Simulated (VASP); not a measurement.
# TaN in VASP: further runs

TaN is run at these levels: PBE+D3(BJ); tasks: single point.

All numbers are computed with VASP 6.6.1; they aren't measurements. Logs are shortened: lines on timing, memory, paths and dates and some standing lists are left out, and cuts for length are marked.

### 1 The cell of the first run

The cell holds a slab with vacuum, 24 atoms: a = 5.762 Å, b = 5.857 Å, c = 21.918 Å, α = 90.00°, β = 90.00°, γ = 90.00°.

### 2 Single point, PBE+D3(BJ)

Input file INCAR:

```
SYSTEM = TaN
PREC     = Accurate       ! precision mode
ENCUT    = 520            ! plane-wave cutoff, eV
EDIFF    = 1E-7           ! SCF threshold, eV
ISMEAR   = 0              ! smearing method
SIGMA    = 0.1            ! smearing width, eV
LREAL    = Auto         
LASPH    = .TRUE.         ! aspherical terms in the spheres
NELM     = 60             ! most SCF steps
ALGO     = Normal         ! electronic algorithm
ISIF     = 2              ! what is computed and relaxed
LWAVE    = .FALSE.        ! write WAVECAR
LCHARG   = .FALSE.        ! write CHGCAR
LDIPOL   = .TRUE.       
IDIPOL   = 3            
DIPOL    = 0.5 0.5 0.501
GGA      = PE             ! functional
IVDW     = 12             ! dispersion correction
NBANDS   = 114            ! bands
```

Input file KPOINTS:

```
Automatic mesh
0
G
  3 3 1
  0 0 0
```

Input file POSCAR:

```
TaN
1.0
    5.7615861976      0.0000000000      0.0000000000
    0.0000000000      5.8570264689      0.0000000000
    0.0000000000      0.0000000000     21.9177226649
N Ta
12 12
Direct
    0.0000000000      0.7500000000      0.3650014248
    0.0000000000      0.2500000000      0.3650014248
    0.5000000000      0.7500000000      0.3650014248
    0.5000000000      0.2500000000      0.3650014248
    0.0000000000      0.5000000000      0.4807144893
    0.0000000000      0.0000000000      0.4807144893
    0.5000000000      0.5000000000      0.4807144893
    0.5000000000      0.0000000000      0.4807144893
    0.0000000000      0.2500000000      0.5977707778
    0.0000000000      0.7500000000      0.5977707778
    0.5000000000      0.2500000000      0.5977707778
    0.5000000000      0.7500000000      0.5977707778
    0.2500000000      0.0000000000      0.4035724463
    0.2500000000      0.5000000000      0.4035724463
    0.7500000000      0.0000000000      0.4035724463
    0.7500000000      0.5000000000      0.4035724463
    0.2500000000      0.7500000000      0.5207059651
    0.2500000000      0.2500000000      0.5207059651
    0.7500000000      0.7500000000      0.5207059651
    0.7500000000      0.2500000000      0.5207059651
    0.2500000000      0.5000000000      0.6372155215
    0.2500000000      0.0000000000      0.6372155215
    0.7500000000      0.5000000000      0.6372155215
    0.7500000000      0.0000000000      0.6372155215
```

Potentials or basis: VASP PAW PBE potentials, release 64 (N, Ta_pv).

Launch:

```sh
$ cat potpaw_PBE.64/N/POTCAR potpaw_PBE.64/Ta_pv/POTCAR > POTCAR
$ mpirun -np 1 vasp_std > vasp.out
```

OUTCAR:

```text
SYSTEM = TaN
   PREC = Accurate
   ENCUT = 520
   EDIFF = 1E-7
   ISMEAR = 0
   LREAL = Auto
   LASPH = .TRUE.
   NELM = 60
   ISIF = 2
   GGA = PE
   IVDW = 12
 IVDW          = 12

 ion  position               nearest neighbor table
   1  0.000  0.750  0.365-  13 2.22  14 2.22  15 2.22  16 2.22
   2  0.000  0.250  0.365-  13 2.22  14 2.22  15 2.22  16 2.22
   3  0.500  0.750  0.365-  13 2.22  14 2.22  15 2.22  16 2.22
   4  0.500  0.250  0.365-  13 2.22  14 2.22  15 2.22  16 2.22
   5  0.000  0.500  0.481-  14 2.22  16 2.22  17 2.23  18 2.23  19 2.23  20 2.23
   6  0.000  0.000  0.481-  13 2.22  15 2.22  17 2.23  18 2.23  19 2.23  20 2.23
   7  0.500  0.500  0.481-  14 2.22  16 2.22  17 2.23  18 2.23  19 2.23  20 2.23
   8  0.500  0.000  0.481-  13 2.22  15 2.22  17 2.23  18 2.23  19 2.23  20 2.23
   9  0.000  0.250  0.598-  18 2.22  20 2.22  21 2.23  22 2.23  23 2.23  24 2.23
  10  0.000  0.750  0.598-  17 2.22  19 2.22  21 2.23  22 2.23  23 2.23  24 2.23
  11  0.500  0.250  0.598-  18 2.22  20 2.22  21 2.23  22 2.23  23 2.23  24 2.23
  12  0.500  0.750  0.598-  17 2.22  19 2.22  21 2.23  22 2.23  23 2.23  24 2.23
  13  0.250  0.000  0.404-   1 2.22   2 2.22   3 2.22   4 2.22   6 2.22   8 2.22  15 2.88  15 2.88
                            14 2.93  14 2.93  17 2.96  18 2.96
  14  0.250  0.500  0.404-   1 2.22   2 2.22   3 2.22   4 2.22   5 2.22   7 2.22  16 2.88  16 2.88
                            13 2.93  13 2.93  17 2.96  18 2.96
  15  0.750  0.000  0.404-   1 2.22   2 2.22   3 2.22   4 2.22   6 2.22   8 2.22  13 2.88  13 2.88
[... 27 lines left out ...]
 A1 = (   5.7615861976,   0.0000000000,   0.0000000000)
 A2 = (   0.0000000000,   5.8570264689,   0.0000000000)
 A3 = (   0.0000000000,   0.0000000000,  21.9177226649)

Analysis of symmetry for initial positions (statically):
=====================================================================
 Subroutine PRICEL returns following result:

  LATTYP: Found a simple orthorhombic cell.
 ALAT       =     2.8807930988
 B/A-ratio  =     1.0165649299
 C/A-ratio  =     7.6082252051

  Lattice vectors:

 A1 = (   2.8807930988,   0.0000000000,   0.0000000000)
 A2 = (   0.0000000000,   2.9285132345,   0.0000000000)
 A3 = (   0.0000000000,   0.0000000000,  21.9177226649)

   4 primitive cells build up your supercell.

 Routine SETGRP: Setting up the symmetry group for a
 simple orthorhombic supercell.

 Subroutine GETGRP returns: Found  4 space group operations
 (whereof  4 operations were pure point group operations)
 out of a pool of  8 trial point group operations.

The static configuration has the point symmetry C_2v.

Analysis of symmetry for dynamics (positions and initial velocities):
=====================================================================
 Subroutine PRICEL returns following result:

  LATTYP: Found a simple orthorhombic cell.
 ALAT       =     2.8807930988
[... 125 lines left out ...]
     AMIX_MAG =   1.60;   BMIX_MAG =  1.00
  volume/ion in A,a.u.               =      30.82       207.97
  Fermi-wavevector in a.u.,A,eV,Ry     =   1.044328  1.973494 14.838805  1.090621
  Thomas-Fermi vector in A             =   2.179076
   LORBIT       =      0    0 simple, 1 ext, 2 COOP (PROOUT), +10 PAW based schemes
   GGA     = PE    functional components
   LHFCALC =     F    Hartree Fock is set to
   AEXX    =    0.0000 exact exchange contribution
   IVDW    =    12    specifies the selected vdW correction
   LEPSILON=     F    determine dielectric tensor
   LRPA    =     F    only Hartree local field effects (RPA)
 non-spin polarized calculation
 Gauss-broadening in eV      SIGMA  =   0.10
  energy-cutoff  :      520.00
  volume of cell :      739.63
 maximum number of plane-waves:     19952
 NGX is ok and might be reduce to    48
   NGX = 21   NGY = 21   NGZ = 81

 dipolmoment           0.000000      0.000000      0.157543 electrons x Angstroem

 number of electron     191.9999999 magnetization

 dipolmoment           0.000000      0.000000     -0.165935 electrons x Angstroem

 Free energy of the ion-electron system (eV)
  ---------------------------------------------------
  ext. energy  EPLUGINS =         0.00000000
  ---------------------------------------------------
  free energy    TOTEN  =      -256.84381667 eV

  energy without entropy =     -256.77633312  energy(sigma->0) =     -256.81007489

 E-fermi :  -0.9767     XC(G=0):  -5.5998

 val. band max:       -1.0330015754   @ k =   0.0000   0.0000   0.0000
 cond. band min:      -0.9690942951   @ k =   0.3333   0.0000   0.0000
 fundamental gap:      0.0639072803
 Fermi energy:        -0.9767290881

 k-point     1 :       0.0000    0.0000    0.0000
  band No.  band energies     occupation
      1     -36.5357      2.00000
      2     -36.5322      2.00000
      3     -36.3799      2.00000
      4     -36.3786      2.00000
      5     -36.3231      2.00000
      6     -36.2986      2.00000
[... 433 lines left out ...]
    107       1.5490      0.00000
    108       1.6918      0.00000
 [bands above 108 left out]

------------------------ aborting loop because EDIFF is reached ----------------------------------------

 vacuum level on the upper side and lower side of the slab       (xc-potential included)        -0.501         0.401

 Edisp (eV)   -7.68489

 E8    (eV) :    -3.6613

  FORCE on cell =-STRESS in cart. coord.  units (eV):
  Direction    XX          YY          ZZ          XY          YZ          ZX
  --------------------------------------------------------------------------------------
  -------------------------------------------------------------------------------------
  Total     -26.00929   -28.63808    -7.30000     0.00000     0.00000     0.00000
  in kB     -56.34098   -62.03543   -15.81317     0.00000     0.00000     0.00000
  external pressure =      -44.73 kB  Pullay stress =        0.00 kB

 VOLUME and BASIS-vectors are now :
 -----------------------------------------------------------------------------
  energy-cutoff  :      520.00
  volume of cell :      739.63
      direct lattice vectors                 reciprocal lattice vectors
     5.761586198  0.000000000  0.000000000     0.173563315  0.000000000  0.000000000
     0.000000000  5.857026469  0.000000000     0.000000000  0.170735100  0.000000000
     0.000000000  0.000000000 21.917722665     0.000000000  0.000000000  0.045625178

 POSITION                                       TOTAL-FORCE (eV/Angst)
 -----------------------------------------------------------------------------------
      0.00000      4.39277      8.00000         0.000000      0.000000      2.945616
      0.00000      1.46426      8.00000         0.000000     -0.000000      2.945616
      2.88079      4.39277      8.00000        -0.000000      0.000000      2.945616
      2.88079      1.46426      8.00000        -0.000000      0.000000      2.945616
      0.00000      2.92851     10.53617         0.000000      0.000000      0.334080
      0.00000      0.00000     10.53617         0.000000     -0.000000      0.334080
[... 16 lines left out ...]
      4.32119      2.92851     13.96631        -0.000000      0.000000      0.039108
      4.32119      0.00000     13.96631        -0.000000     -0.000000      0.039108
 -----------------------------------------------------------------------------------
    total drift:                                0.000000      0.000000      0.003426

  FREE ENERGIE OF THE ION-ELECTRON SYSTEM (eV)
  ---------------------------------------------------
  free  energy   TOTEN  =      -264.5287059082 eV

  energy  without entropy=     -264.4612223567  energy(sigma->0) =     -264.49496413

 vacuum level on the upper side and lower side of the slab         4.360         5.266
```

stdout:

```text
POSCAR found type information on POSCAR N Ta
 POSCAR found :  2 types and      24 ions
 scaLAPACK will be used
 LDA part: xc-table for (Slater+PW92), standard interpolation
 POSCAR, INCAR and KPOINTS ok, starting setup
 FFT: planning ... GRIDC
 FFT: planning ... GRID_SOFT
 FFT: planning ... GRID
 WAVECAR not read
 entering main loop
```

Wall time 16 min (1 thread of AMD EPYC 9R45 (Zen 5), shared host); peak memory 0.8 GiB.

Results:

```yaml
Free_energy: -264.5287 eV
Largest_force: 3.314 eV/Å
Band_gap_on_the_k_mesh: zero (bands 96 and 97 overlap by 0.03 eV)
Dispersion_energy_per_atom: -0.320 eV
```

Forces in eV/Å, atoms in the order of the input:
```
N    0.000  0.000  2.946
N    0.000  0.000  2.946
N    0.000  0.000  2.946
N    0.000  0.000  2.946
N    0.000  0.000  0.334
N    0.000  0.000  0.334
N    0.000  0.000  0.334
N    0.000  0.000  0.334
N    0.000  0.000 -0.009
N    0.000  0.000 -0.009
N    0.000  0.000 -0.009
N    0.000  0.000 -0.009
Ta   0.000  0.000 -3.314
Ta   0.000  0.000 -3.314
Ta   0.000  0.000 -3.314
Ta   0.000  0.000 -3.314
Ta   0.000  0.000  0.004
Ta   0.000  0.000  0.004
Ta   0.000  0.000  0.004
Ta   0.000  0.000  0.004
Ta   0.000  0.000  0.039
Ta   0.000  0.000  0.039
Ta   0.000  0.000  0.039
Ta   0.000  0.000  0.039
```

Levels at points of the mesh, in eV from the Fermi level:
```tsv
k point	band 91	band 92	band 93	band 94	band 95	band 96	band 97	band 98	band 99	band 100
(0.00, 0.00, 0.00)	-0.85	-0.82	-0.71	-0.66	-0.06	0.07	0.26	0.90	1.11	1.50
```

Caveat: the k points lie up to 0.36 Å⁻¹ apart; spin-orbit coupling is left out, which moves the levels of the heavy elements.

(Continued in part 2 of 2.)
